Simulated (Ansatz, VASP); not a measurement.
**SrCl2: VASP beside Ansatz**

```
Sr Cl
1.0
     2.08574    1.20420    6.31910
    -2.08574    1.20420    6.31910
     0.00000   -2.40841    6.31910
Sr Cl
1 2
Direct
  0.00013 0.00013 0.00013
  0.42057 0.42057 0.42057
  0.24597 0.24597 0.24597
```

Change from the starting cell: uniaxial_z strain +3.0%.

Alike in both runs: task single point; functional r2SCAN; k mesh 8 × 8 × 8; no spin polarisation.

|  | VASP | Ansatz |
| --- | --- | --- |
| version | VASP 6.6.1 | Ansatz 0.2.0 |
| potentials or method | VASP PAW PBE potentials, release 64 (Sr_sv, Cl) | plane waves, PAW |
| plane-wave cutoff (eV) | 520 | 500 |
| occupations | gaussian, width 0.01 eV | fixed |
| valence electrons in the cell | 24 | 24 |

```tsv
	VASP	Ansatz	Ansatz less VASP
gap on the k mesh at the Fermi level (eV)	4.96	4.94	-0.015
pressure (GPa)	0.4	0.3	-0.04
traceless stress, the component that is largest in VASP (GPa)	-0.22	-0.21	+0.012
rms of the force components (eV/Å)	0.003	0.005	+0.0019
```

VASP's potentials were made for PBE, not for r2SCAN. Atom by atom the forces differ by 0.009 eV/Å (rms over components).
